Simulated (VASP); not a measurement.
# Al2Cu (I4/mcm) in VASP: single point with LDA

Aim: the single point of Al2Cu with LDA.

Everything below comes from runs of VASP 6.6.1. Logs are shortened: lines on timing, memory, paths and dates and some standing lists are left out, and cuts for length are marked.

### Step 1. The cell of the first run

It takes space group I4/mcm (No. 140, tetragonal). The conventional cell has a = 6.067 Å, b = 6.067 Å, c = 4.877 Å, α = 90.00°, β = 90.00°, γ = 90.00°. Al (site symmetry m2m) has 4 Cu at 2.59 Å and 11 Al at 2.71 to 3.23 Å within 3.4 Å. Within 3.2 Å of Cu (site symmetry 422) lie 2 Cu at 2.44 Å and 8 Al at 2.59 Å.

### Step 2. Single point, LDA

Input file INCAR:

```
  PREC = Accurate
  ENCUT = 520
  EDIFF = 1E-6
  ISMEAR = 0
  SIGMA = 0.05
  LREAL = F
  LASPH = T
  NELM = 100
  ALGO = Normal
  ISIF = 2
  LWAVE = F
  LCHARG = T
  LELF = T
  LVHAR = T
  NBANDS = 26
```

Input file KPOINTS:

```
Automatic mesh
0
Gamma
  10 10 10
```

Input file POSCAR:

```
Al2Cu
1.0
   -3.0335000000      3.0335000000      2.4385000000
    3.0335000000     -3.0335000000      2.4385000000
    3.0335000000      3.0335000000     -2.4385000000
Al Cu
4 2
Direct
    0.1581000000      0.6581000000      0.8162000000
    0.6581000000      0.8419000000      0.5000000000
    0.8419000000      0.3419000000      0.1838000000
    0.3419000000      0.1581000000      0.5000000000
    0.7500000000      0.7500000000      0.0000000000
    0.2500000000      0.2500000000      0.0000000000
```

Potentials or basis: VASP PAW LDA potentials, release 64 (Al, Cu).

Command:

```console
> cat potpaw_LDA.64/Al/POTCAR potpaw_LDA.64/Cu/POTCAR > POTCAR
> mpirun -np 1 vasp_std > vasp.out
```

OUTCAR:

```text
PREC = Accurate
   ENCUT = 520
   EDIFF = 1E-6
   ISMEAR = 0
   LREAL = F
   LASPH = T
   NELM = 100
   ISIF = 2

 ion  position               nearest neighbor table
   1  0.158  0.658  0.816-   5 2.59   6 2.59   5 2.59   6 2.59   3 2.71   3 2.90   3 2.90   2 3.10
                             4 3.10   4 3.10   2 3.10   2 3.23   4 3.23   4 3.23   2 3.23
   2  0.658  0.842  0.500-   5 2.59   5 2.59   6 2.59   6 2.59   4 2.71   4 2.90   4 2.90   1 3.10
                             3 3.10   1 3.10   3 3.10   1 3.23   3 3.23   3 3.23   1 3.23
   3  0.842  0.342  0.184-   5 2.59   6 2.59   5 2.59   6 2.59   1 2.71   1 2.90   1 2.90   4 3.10
                             2 3.10   2 3.10   4 3.10   4 3.23   2 3.23   4 3.23   2 3.23
   4  0.342  0.158  0.500-   6 2.59   6 2.59   5 2.59   5 2.59   2 2.71   2 2.90   2 2.90   1 3.10
                             3 3.10   1 3.10   3 3.10   1 3.23   3 3.23   1 3.23   3 3.23
   5  0.750  0.750  0.000-   6 2.44   6 2.44   1 2.59   3 2.59   1 2.59   3 2.59   2 2.59   2 2.59
                             4 2.59   4 2.59
   6  0.250  0.250  0.000-   5 2.44   5 2.44   1 2.59   3 2.59   1 2.59   3 2.59   4 2.59   4 2.59
                             2 2.59   2 2.59

  LATTYP: Found a body centered tetragonal cell.
 ALAT       =     6.0670000000
 C/A-ratio  =     0.8038569309

  Lattice vectors:

 A1 = (  -3.0335000000,   3.0335000000,   2.4385000000)
 A2 = (   3.0335000000,  -3.0335000000,   2.4385000000)
 A3 = (   3.0335000000,   3.0335000000,  -2.4385000000)

Analysis of symmetry for initial positions (statically):
=====================================================================
 Subroutine PRICEL returns:
 Original cell was already a primitive cell.

 Routine SETGRP: Setting up the symmetry group for a
 body centered tetragonal supercell.

 Subroutine GETGRP returns: Found 16 space group operations
 (whereof  8 operations were pure point group operations)
 out of a pool of 16 trial point group operations.

The static configuration has the point symmetry C_4h.
 The point group associated with its full space group is D_4h.

Analysis of symmetry for dynamics (positions and initial velocities):
=====================================================================
 Subroutine PRICEL returns:
 Original cell was already a primitive cell.

 Routine SETGRP: Setting up the symmetry group for a
 body centered tetragonal supercell.

 Subroutine GETGRP returns: Found 16 space group operations
 (whereof  8 operations were pure point group operations)
 out of a pool of 16 trial point group operations.

The dynamic configuration has the point symmetry C_4h.
 The point group associated with its full space group is D_4h.

 Subroutine INISYM returns: Found 16 space group operations
 (whereof  8 operations are pure point group operations),
 and found     1 'primitive' translations

----------------------------------------------------------------------------------------

                                     Primitive cell

  volume of cell :      89.7575

  direct lattice vectors                    reciprocal lattice vectors
    -3.033500000  3.033500000  2.438500000     0.000000000  0.164826108  0.205044084
     3.033500000 -3.033500000  2.438500000     0.164826108  0.000000000  0.205044084
     3.033500000  3.033500000 -2.438500000     0.164826108  0.164826108  0.000000000

  length of vectors
     4.934625290  4.934625290  4.934625290     0.263079309  0.263079309  0.233099318

  position of ions in fractional coordinates (direct lattice)
     0.158100000  0.658100000  0.816200000
     0.658100000  0.841900000  0.500000000
     0.841900000  0.341900000  0.183800000
     0.341900000  0.158100000  0.500000000
     0.750000000  0.750000000  0.000000000
     0.250000000  0.250000000  0.000000000

  ion indices of the primitive-cell ions
   primitive index   ion index
                 1           1
                 2           2
                 3           3
                 4           4
                 5           5
                 6           6

----------------------------------------------------------------------------------------

 KPOINTS: Automatic mesh

Automatic generation of k-mesh.
 Grid dimensions read from file:
 generate k-points for:   10   10   10

 Generating k-lattice:

  Cartesian coordinates                     Fractional coordinates (reciprocal lattice)
     0.000000000  0.016482611  0.020504408     0.100000000  0.000000000 -0.000000000
     0.016482611  0.000000000  0.020504408     0.000000000  0.100000000 -0.000000000
     0.016482611  0.016482611  0.000000000     0.000000000  0.000000000  0.100000000

  Length of vectors
     0.026307931  0.026307931  0.023309932

  Shift w.r.t. Gamma in fractional coordinates (k-lattice)
     0.000000000  0.000000000  0.000000000

 Subroutine IBZKPT returns following result:
 ===========================================

 Found    102 irreducible k-points:

 Following reciprocal coordinates:
            Coordinates               Weight
  0.000000  0.000000  0.000000      1.000000
  0.100000 -0.000000  0.000000      8.000000
  0.200000 -0.000000  0.000000      8.000000
  0.300000  0.000000  0.000000      8.000000
  0.400000  0.000000  0.000000      8.000000
  0.500000 -0.000000  0.000000      4.000000
[... 16 lines left out ...]
  0.300000  0.300000  0.000000      8.000000
  0.400000  0.300000  0.000000     16.000000
 [... further k-points ...]
   k-points           NKPTS =    102   k-points in BZ     NKDIM =    102   number of bands    NBANDS=     26
   number of dos      NEDOS =    301   number of ions     NIONS =      6
   total plane-waves  NPLWV =  64000
   dimension x,y,z NGX =    40 NGY =   40 NGZ =   40
   dimension x,y,z NGXF=    80 NGYF=   80 NGZF=   80
   ions per type =               4   2
   NGX,Y,Z   is equivalent  to a cutoff of  13.48, 13.48, 13.48 a.u.
   NGXF,Y,Z  is equivalent  to a cutoff of  26.95, 26.95, 26.95 a.u.
 SYSTEM =  unknown system
   PREC   = accura    normal or accurate (medium, high low for compatibility)
   ISTART =      0    job   : 0-new  1-cont  2-samecut
   ICHARG =      2    charge: 1-file 2-atom 10-const
   ISPIN  =      1    spin polarized calculation?
   LNONCOLLINEAR =      F non collinear calculations
   LSORBIT =      F    spin-orbit coupling
   LASPH  =      T    aspherical Exc in radial PAW
   ENCUT  =  520.0 eV  38.22 Ry    6.18 a.u.   9.18  9.18  9.18*2*pi/ulx,y,z
   NELM   =    100;   NELMIN=  2; NELMDL= -5     # of ELM steps
   EDIFF  = 0.1E-05   stopping-criterion for ELM
   LREAL  =      F    real-space projection
   EDIFFG = 0.1E-04   stopping-criterion for IOM
   NSW    =      0    number of steps for IOM
   IBRION =     -1    ionic relax: 0-MD 1-quasi-New 2-CG
   NFREE  =      0    steps in history (QN), initial steepest desc. (CG)
   ISIF   =      2    stress and relaxation
   ISYM   =      2    0-nonsym 1-usesym 2-fastsym
   POTIM  = 0.5000    time-step for ionic-motion
   TEBEG  =    0.0;   TEEND  =   0.0 temperature during run
   PSTRESS=    0.0 pullay stress
   NELECT =      34.0000    total number of electrons
   NUPDOWN=      -1.0000    fix difference up-down
   EMIN   =  10.00;   EMAX   =-10.00  energy-range for DOS
   EFERMI =   0.00;   METHOD = LEGACY
   ISMEAR =     0;   SIGMA  =   0.05  broadening in eV -4-tet -1-fermi 0-gaus
   EFERMI_NEDOS =   21; number of points for ismear=-14 and -15
   IALGO  =     38    algorithm
   IMIX   =      4    mixing-type and parameters
     AMIX     =   0.40;   BMIX     =  1.00
     AMIX_MAG =   1.60;   BMIX_MAG =  1.00
  volume/ion in A,a.u.               =      14.96       100.95
  Fermi-wavevector in a.u.,A,eV,Ry     =   1.184525  2.238428 19.090326  1.403099
  Thomas-Fermi vector in A             =   2.320737
   LORBIT       =      0    0 simple, 1 ext, 2 COOP (PROOUT), +10 PAW based schemes
   GGA     = CA    functional components
   LHFCALC =     F    Hartree Fock is set to
   AEXX    =    0.0000 exact exchange contribution
   IVDW    =     0    specifies the selected vdW correction
   LEPSILON=     F    determine dielectric tensor
   LRPA    =     F    only Hartree local field effects (RPA)
 non-spin polarized calculation
 Gauss-broadening in eV      SIGMA  =   0.05
  energy-cutoff  :      520.00
  volume of cell :       89.76
 maximum number of plane-waves:      2433
 NGX is ok and might be reduce to    40
   NGX = 19   NGY = 19   NGZ = 19

 number of electron      33.9999978 magnetization

 Free energy of the ion-electron system (eV)
  ---------------------------------------------------
  ext. energy  EPLUGINS =         0.00000000
  ---------------------------------------------------
  free energy    TOTEN  =       -27.17903882 eV

  energy without entropy =      -27.17615679  energy(sigma->0) =      -27.17759781

 E-fermi :   7.6885     XC(G=0): -11.0416

 val. band max:        7.6814374823   @ k =   0.5000   0.4000   0.0000
 cond. band min:       7.7032165558   @ k =  -0.2000  -0.3000   0.2000
 fundamental gap:      0.0217790735
 Fermi energy:         7.6885305969

 k-point     1 :       0.0000    0.0000    0.0000
  band No.  band energies     occupation
      1      -2.9722      2.00000
      2       2.3970      2.00000
      3       2.5920      2.00000
      4       2.5920      2.00000
      5       2.5974      2.00000
      6       3.4850      2.00000
[... 18 lines left out ...]
     25      12.9178      0.00000
     26      13.4937      0.00000

 k-point     2 :       0.1000   -0.0000    0.0000
  band No.  band energies     occupation
      1      -2.8681      2.00000
      2       2.3889      2.00000
      3       2.5695      2.00000
      4       2.5880      2.00000
      5       2.6217      2.00000
      6       3.4692      2.00000
[... 18 lines left out ...]
     25      13.0326      0.00000
     26      13.7104      0.00000

 k-point     3 :       0.2000   -0.0000    0.0000
  band No.  band energies     occupation
      1      -2.5567      2.00000
      2       2.3715      2.00000
      3       2.3880      2.00000
      4       2.5743      2.00000
      5       2.6867      2.00000
      6       3.4095      2.00000
[... 18 lines left out ...]
     25      13.3726      0.00000
     26      13.8900      0.00000

 k-point     4 :       0.3000    0.0000    0.0000
  band No.  band energies     occupation
      1      -2.0419      2.00000
      2       1.6701      2.00000
      3       2.3661      2.00000
      4       2.5455      2.00000
      5       2.7667      2.00000
      6       3.3032      2.00000
[... 18 lines left out ...]
     25      14.0714      0.00000
     26      14.4329      0.00000

 k-point     5 :       0.4000    0.0000    0.0000
  band No.  band energies     occupation
      1      -1.3311      2.00000
      2       0.5996      2.00000
      3       2.3870      2.00000
      4       2.4970      2.00000
      5       2.8387      2.00000
      6       3.1213      2.00000
[... 18 lines left out ...]
     25      13.8178      0.00000
     26      14.4232      0.00000

 k-point     6 :       0.5000   -0.0000    0.0000
  band No.  band energies     occupation
      1      -0.4390      2.00000
      2      -0.4390      2.00000
      3       2.4367      2.00000
      4       2.4367      2.00000
      5       2.9425      2.00000
      6       2.9425      2.00000
[... 427 lines left out ...]
 k-point    21 :      -0.3000    0.2000    0.0000
  band No.  band energies     occupation
      1      -2.3820      2.00000
      2       1.3386      2.00000
      3       2.4418      2.00000
      4       2.6448      2.00000
      5       2.7157      2.00000
      6       3.2703      2.00000
[... 18 lines left out ...]
     25      11.9197      0.00000
     26      15.7656      0.00000

 k-point    22 :      -0.2000    0.2000    0.0000
  band No.  band energies     occupation
      1      -2.6471      2.00000
      2       1.7069      2.00000
      3       2.5237      2.00000
      4       2.6004      2.00000
      5       2.6896      2.00000
      6       3.3475      2.00000
[... 18 lines left out ...]
     25      11.0700      0.00000
     26      16.0671      0.00000

 k-point    23 :       0.3000    0.3000    0.0000
  band No.  band energies     occupation
      1      -0.0572      2.00000
      2       0.2524      2.00000
      3       0.2948      2.00000
      4       2.3789      2.00000
      5       3.1410      2.00000
      6       3.1603      2.00000
[... 18 lines left out ...]
     25      13.7285      0.00000
     26      14.7711      0.00000

 k-point    24 :       0.4000    0.3000    0.0000
  band No.  band energies     occupation
      1      -0.6294      2.00000
      2       0.1343      2.00000
      3       0.9234      2.00000
      4       2.4802      2.00000
      5       2.9658      2.00000
      6       3.1276      2.00000
[... 18 lines left out ...]
     25      14.6446      0.00000
     26      14.6645      0.00000

 [... further k-points ...]

------------------------ aborting loop because EDIFF is reached ----------------------------------------

  FORCE on cell =-STRESS in cart. coord.  units (eV):
  Direction    XX          YY          ZZ          XY          YZ          ZX
  --------------------------------------------------------------------------------------
  -------------------------------------------------------------------------------------
  Total       -3.4565044     -3.4565044     -3.3625190      0.0000000     -0.0000000      0.0000000
  in kB      -61.6988330    -61.6988330    -60.0211870      0.0000000     -0.0000000      0.0000000
  external PRESSURE =     -61.1396177 kB  Pullay stress =       0.0000000 kB

 VOLUME and BASIS-vectors are now :
 -----------------------------------------------------------------------------
  energy-cutoff  :      520.00
  volume of cell :       89.76
      direct lattice vectors                 reciprocal lattice vectors
    -3.033500000  3.033500000  2.438500000     0.000000000  0.164826108  0.205044084
     3.033500000 -3.033500000  2.438500000     0.164826108  0.000000000  0.205044084
     3.033500000  3.033500000 -2.438500000     0.164826108  0.164826108  0.000000000

 POSITION                                       TOTAL-FORCE (eV/Angst)
 -----------------------------------------------------------------------------------
      3.99269      0.95919     -0.00000         0.093834      0.093834      0.000000
      2.07431      0.95919      2.43850        -0.093834      0.093834     -0.000000
     -0.95919      2.07431      2.43850        -0.093834     -0.093834     -0.000000
      0.95919      2.07431      0.00000         0.093834     -0.093834      0.000000
      0.00000      0.00000      3.65775         0.000000     -0.000000      0.000000
      0.00000      0.00000      1.21925         0.000000     -0.000000      0.000000
 -----------------------------------------------------------------------------------
    total drift:                               -0.000000     -0.000000      0.000000

  FREE ENERGIE OF THE ION-ELECTRON SYSTEM (eV)
  ---------------------------------------------------
  free  energy   TOTEN  =       -27.1790388240 eV

  energy  without entropy=      -27.1761567925  energy(sigma->0) =      -27.17759781
```

It took 4.2 min on 1 thread of Intel Xeon Platinum 8375C at 2.90GHz (Ice Lake), shared host; peak memory 0.33 GiB.

What came out:

| Property | Result |
| --- | --- |
| Free energy | -27.1790 eV |
| Pressure | -6.1 GPa |
| Largest force | 0.133 eV/Å |
| Band gap on the k mesh | zero (band 17 reaches 10.22 eV, above the bottom of band 18 at 5.90 eV) |

Forces in eV/Å, atoms in the order of the input:
```
Al   0.094  0.094  0.000
Al  -0.094  0.094  0.000
Al  -0.094 -0.094  0.000
Al   0.094 -0.094  0.000
Cu   0.000  0.000  0.000
Cu   0.000  0.000  0.000
```

Stress tensor (GPa, compression positive):
```
-6.17  0.00  0.00
 0.00 -6.17  0.00
 0.00  0.00 -6.00
```

Levels at points of the mesh, in eV from the Fermi level:
```csv
k point,band 13,band 14,band 15,band 16,band 17,band 18,band 19,band 20,band 21,band 22
"(0.00, 0.00, 0.00)",-2.86,-1.97,-1.28,-1.11,-1.11,-0.78,-0.43,0.11,1.42,1.42
"(0.50, 0.00, 0.00)",-3.07,-3.07,-2.58,-2.58,0.24,0.24,4.02,4.02,4.31,4.31
"(0.50, 0.50, 0.00)",-2.76,-2.70,-1.39,-1.24,-1.03,-0.65,0.78,1.22,4.66,4.80
"(0.50, 0.50, 0.50)",-3.35,-3.23,-3.23,-1.82,2.53,2.99,2.99,3.36,3.95,4.68
```
